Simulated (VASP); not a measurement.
Write the native input for VASP 6.6.1 that does the following.

```yaml
Task: relaxation of cell and atoms
Functional: PBEsol
Potentials_or_basis: VASP PAW PBE potentials, release 64 (V_sv, N)
Cutoff: 600 eV
k_mesh: 12 × 12 × 12
Occupations: gaussian, width 0.1 eV
Spin: no spin polarisation
Dipole_correction: no
Further_INCAR_settings: ALGO = Normal; EDIFF = 1e-06; IBRION = 2; EDIFFG = -0.005; NSW = 100; ISIF = 3
```

The structure of VN2 lies in POSCAR:

```
VN2
1.0
   -2.1277737171      2.1277737171      2.4631892457
    2.1277737171     -2.1277737171      2.4631892457
    2.1277737171      2.1277737171     -2.4631892457
V N
2 4
Direct
    0.2500000000      0.2500000000      0.0000000000
    0.7500000000      0.7500000000      0.0000000000
    0.1142592876      0.6142592876      0.7285185752
    0.6142592876      0.8857407124      0.5000000000
    0.8857407124      0.3857407124      0.2714814248
    0.3857407124      0.1142592876      0.5000000000
```

The input as run:

INCAR

```
SYSTEM = VN2
PREC = Accurate
ENCUT = 600
EDIFF = 1E-6
ISMEAR = 0
SIGMA = 0.1
LREAL = .False.
LASPH = .True.
NELM = 80
ALGO = Normal
ISIF = 3
LWAVE = .False.
LCHARG = .False.
GGA = PS
IBRION = 2
NSW = 100
EDIFFG = -0.005
```

KPOINTS

```
regular mesh
0
Gamma
  12 12 12
  0 0 0
```

Potentials or basis: VASP PAW PBE potentials, release 64 (V_sv, N).

Command:

```sh
$ cat potpaw_PBE.64/V_sv/POTCAR potpaw_PBE.64/N/POTCAR > POTCAR
$ mpirun -np 1 vasp_std > vasp.out
```

It gave:

| Quantity | Value |
| --- | --- |
| Relaxed volume | 7.44 Å³/atom |
| Relaxed cell | a = 3.888 Å, b = 3.888 Å, c = 3.888 Å, α = 113.51°, β = 113.51°, γ = 101.66° |
| Space group after relaxing (to 0.1 Å) | I4/mcm (No. 140) |
| Energy gained by relaxing | 0.2 meV/atom |
| Ionic steps | 8 |
| Pressure after relaxing | 0.0 GPa |
| Band gap on the k mesh | zero (bands 23 and 24 overlap by 0.42 eV) |

Caveat: the PAW data sets were made with another functional, which shifts forces and pressure a little; the run has no spin polarisation, though such a crystal can be magnetic.

Wall time 7.6 min on 1 thread of AMD EPYC 9R45 (Zen 5), on a shared host, peak memory 0.3 GiB.
